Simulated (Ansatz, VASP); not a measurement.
## One calculation of SrHg3O4, two programs

INCAR

```
  PREC = Accurate
  ENCUT = 520
  EDIFF = 1E-7
  ISMEAR = 0
  SIGMA = 0.1
  LREAL = F
  LASPH = T
  NELM = 60
  ALGO = Normal
  ISIF = 2
  LWAVE = F
  LCHARG = F
  GGA = PE
  NBANDS = 45
```

KPOINTS

```
Automatic mesh
0
Gamma
  8 8 8
```

Contents of POSCAR:

```
SrHg3O4
1.0
    5.0890333870      0.0000000000      0.0000000000
    0.0000000000      5.0890333870      0.0000000000
    0.0000000000      0.0000000000      5.0890333870
Sr Hg O
1 3 4
Direct
    0.0000000000      0.0000000000      0.0000000000
    0.0000000000      0.5000000000      0.5000000000
    0.5000000000      0.0000000000      0.5000000000
    0.5000000000      0.5000000000      0.0000000000
    0.5000000000      0.0000000000      0.0000000000
    0.5000000000      0.5000000000      0.5000000000
    0.0000000000      0.0000000000      0.5000000000
    0.0000000000      0.5000000000      0.0000000000
```

Input for Ansatz:

```yaml
crystal:
  lattice:
    - [5.089033387, 0.0, 0.0]
    - [0.0, 5.089033387, 0.0]
    - [0.0, 0.0, 5.089033387]
  atoms:
    - { symbol: Sr, position: [0.0, 0.0, 0.0] }
    - { symbol: Hg, position: [0.0, 0.5, 0.5] }
    - { symbol: Hg, position: [0.5, 0.0, 0.5] }
    - { symbol: Hg, position: [0.5, 0.5, 0.0] }
    - { symbol: O, position: [0.5, 0.0, 0.0] }
    - { symbol: O, position: [0.5, 0.5, 0.5] }
    - { symbol: O, position: [0.0, 0.0, 0.5] }
    - { symbol: O, position: [0.0, 0.5, 0.0] }
basis:
  ecutwfc: 420
kpoints:
  mp_grid: { grid: [8, 8, 8] }
hamiltonian:
  xc: pbe
scf:
  occupations: { method: gaussian, width: 0.1 }
output:
  forces: true
  stress: true
  eigenvalues: true
```

Alike in both runs: task single point; functional PBE; k mesh 8 × 8 × 8; occupations gaussian, width 0.1 eV; no spin polarisation.

|  | VASP | Ansatz |
| --- | --- | --- |
| version | VASP 6.6.1 | Ansatz 0.2.0 |
| potentials or method | VASP PAW PBE potentials, release 64 (Sr_sv, Hg, O), cutoff 520 eV | scalar-relativistic, plane waves, PAW |
| valence electrons in the cell | 70 | 94 |

|  | VASP | Ansatz | Ansatz less VASP |
| --- | --- | --- | --- |
| gap on the k mesh at the Fermi level (eV) | none | none | - |
| pressure (GPa) | -4.5 | -5.1 | -0.56 |

A gap of «none» marks a metal or a gap that the smearing closes. VASP's potentials hold 70 valence electrons a cell and Ansatz's 94, so a difference there can come from the potentials and not from the codes.

Neither program's run includes spin-orbit coupling.
